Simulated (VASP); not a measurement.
The system is NaI.

```
Na I
1.0
     0.00000    3.13597    3.22963
     3.13597    0.00000    3.22963
     3.13597    3.13597    0.00000
Na I
1 1
Direct
  0.00000 0.00000 0.00000
  0.50000 0.50000 0.50000
```

This cell differs from its parent crystal: biaxial xy strain -2.9%.

Base run:

```yaml
Program: VASP 6.6.1
Functional: r2SCAN
Potentials_or_basis: VASP PAW PBE potentials, release 64 (Na_pv, I)
Cutoff: 520 eV
k_mesh: 8 × 8 × 8
Occupations: gaussian, width 0.01 eV
Spin: no spin polarisation
```

Its results: band gap on the k mesh 4.63 eV, direct; pressure 1.1 GPa.

Problem. The run is repeated on the same cell with these changes: functional from r2SCAN to PBE; occupations from gaussian, width 0.01 eV to fermi-dirac, width 0.02 eV. What comes out?

Solution. Band gap on the k mesh 3.81 eV, direct; pressure 1.8 GPa.

Caveats: spin-orbit coupling is left out, which moves the levels of the heavy elements; the PAW data sets were made with another functional, which shifts forces and pressure a little (some runs).

